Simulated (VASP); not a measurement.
Set up this calculation in VASP 6.6.1, as the native input.

```yaml
Task: single point
Functional: PBE
Potentials_or_basis: VASP PAW PBE potentials, release 64 (Ga_d, Co)
Cutoff: 520 eV
k_mesh: 8 × 8 × 8
Occupations: fermi-dirac, width 0.05 eV
Spin: collinear spin, ferromagnetic start
Starting_moments: "[0.0, 1.8] μB"
Dipole_correction: no
Further_INCAR_settings: ALGO = Normal; EDIFF = 1e-06; NBANDS = 22
```

The structure of GaCo lies in POSCAR:

```
GaCo
1.0
    2.8391033400      0.0000000000      0.0000000000
    0.0000000000      2.8391033400      0.0000000000
    0.0000000000      0.0000000000      2.8391033400
Ga Co
1 1
Direct
    0.5000000000      0.5000000000      0.5000000000
    0.0000000000      0.0000000000      0.0000000000
```

One way to write it, as run:

INCAR

```
  PREC = Accurate
  ENCUT = 520
  EDIFF = 1E-6
  ISMEAR = -1
  SIGMA = 0.05
  LREAL = False
  LASPH = True
  NELM = 150
  ALGO = Normal
  ISIF = 2
  LWAVE = False
  LCHARG = False
  ISPIN = 2
  MAGMOM = 0 1.8
  LORBIT = 11
  LMAXMIX = 4
  GGA = PE
  NBANDS = 22
```

KPOINTS

```
Automatic mesh
0
Gamma
  8 8 8
```

Potentials or basis: VASP PAW PBE potentials, release 64 (Ga_d, Co).

Run with:

```console
$ cat potpaw_PBE.64/Ga_d/POTCAR potpaw_PBE.64/Co/POTCAR > POTCAR
$ mpirun -np 1 vasp_std > vasp.out
```

Results of the run:

- Pressure: 9.2 GPa
- Net moment: 0.14 μB per cell
- Site moments: Ga -0.01; Co +0.15 μB
- Valence electrons inside the program's atomic spheres: Ga 11.85; Co 8.44

Caveat: the cell stands under pressure.

It took 58 s on 1 thread of Intel Xeon 8259CL (shared host), peak memory 0.17 GiB.
